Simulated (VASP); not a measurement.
A run of VASP 6.6.1:

INCAR

```
PREC = Accurate ; ENCUT = 520
EDIFF = 1E-6 ; ISMEAR = -1
SIGMA = 0.1 ; LREAL = False
LASPH = True ; NELM = 80
ALGO = Normal ; ISIF = 2
LWAVE = False ; LCHARG = True
GGA = CA ; LELF = True
LVHAR = True ; NBANDS = 12
```

KPOINTS

```
regular mesh
0
Gamma
  16 16 16
```

The input POSCAR:

```
Ag
1.0
   -1.6326452430      1.6326452430      1.6326452430
    1.6326452430     -1.6326452430      1.6326452430
    1.6326452430      1.6326452430     -1.6326452430
Ag
1
Direct
    0.0000000000      0.0000000000      0.0000000000
```

Potentials or basis: VASP PAW LDA potentials, release 64 (Ag).

The run is started by

```console
$ cat potpaw_LDA.64/Ag/POTCAR > POTCAR
$ mpirun -np 1 vasp_std > vasp.out
```

Hardware: 1 thread of Intel(R) Xeon(R) Platinum 8488C (Sapphire Rapids), with other jobs on the host.

Estimate the wall time of this run.

It took 12 s on 1 thread of Intel(R) Xeon(R) Platinum 8488C (Sapphire Rapids), with other jobs on the host, peak memory 0.15 GiB. Counts: scf iterations 10, k points 145.
